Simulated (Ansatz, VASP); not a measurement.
## ZnO3: VASP beside Ansatz

INCAR

```
  PREC = Accurate
  ENCUT = 910
  EDIFF = 1E-6
  ISMEAR = 0
  SIGMA = 0.1
  LREAL = False
  LASPH = True
  NELM = 120
  ALGO = Normal
  ISIF = 2
  LWAVE = False
  LCHARG = False
  LDIPOL = True
  IDIPOL = 3
  DIPOL = 0.5 0.5 0.500
  GGA = PE
  NBANDS = 23
  GGA_COMPAT = False
  NELMDL = -8
```

KPOINTS

```
regular mesh
0
Gamma
  6 6 1
```

Contents of POSCAR:

```
ZnO3
1.0
    2.7180086200      0.0000000000      0.0000000000
    0.0000000000      3.6131582400      0.0000000000
    0.0000000000      0.0000000000     17.0000000000
Zn O
1 3
Direct
    0.0000000000      0.0000000000      0.5000000000
    0.5000000000      0.0000000000      0.5689482200
    0.5000000000      0.0000000000      0.4310517800
    0.0000000000      0.5000000000      0.5000000000
```

Input for Ansatz:

```yaml
crystal:
  lattice:
    - [2.71800862, 0.0, 0.0]
    - [0.0, 3.61315824, 0.0]
    - [0.0, 0.0, 17.0]
  atoms:
    - { symbol: Zn, position: [0.0, 0.0, 0.5] }
    - { symbol: O, position: [0.5, 0.0, 0.56894822] }
    - { symbol: O, position: [0.5, 0.0, 0.43105178] }
    - { symbol: O, position: [0.0, 0.5, 0.5] }
  periodic: [true, true, false]
basis:
  ecutwfc: 420
kpoints:
  mp_grid: { grid: [6, 6, 1] }
hamiltonian:
  xc: pbe
scf:
  occupations: { method: gaussian, width: 0.1 }
  lower_state_search: "off"
output:
  forces: true
  stress: true
  eigenvalues: true
```

Change from the starting cell: species swapped into a sheet of the CrO3 type.

Alike in both runs: task single point; functional PBE; k mesh 6 × 6 × 1; occupations gaussian, width 0.1 eV; no spin polarisation.

|  | VASP | Ansatz |
| --- | --- | --- |
| version | VASP 6.6.1 | Ansatz 0.2.0 |
| potentials or method | VASP PAW PBE potentials, release 64 (Zn, O_h), cutoff 910 eV | scalar-relativistic, plane waves, PAW |
| valence electrons in the cell | 30 | 30 |

VASP gave:

* gap on the k mesh at the Fermi level (eV): none
* rms of the force components (eV/Å): 0.977

Task: Estimate Ansatz's values.

Result: gap on the k mesh at the Fermi level (eV): none; rms of the force components (eV/Å): 0.855.

Atom by atom the forces differ by 0.122 eV/Å (rms over components). A gap of «none» marks a metal or a gap that the smearing closes. With one functional, cell and mesh, what is left measures potentials, basis and numerics. Ansatz's warnings: slab cell height set.

The k mesh is coarse, so the values compare programs but aren't converged. Noted on VASP's run: the cutoff is short for stress, so the pressure is rough.
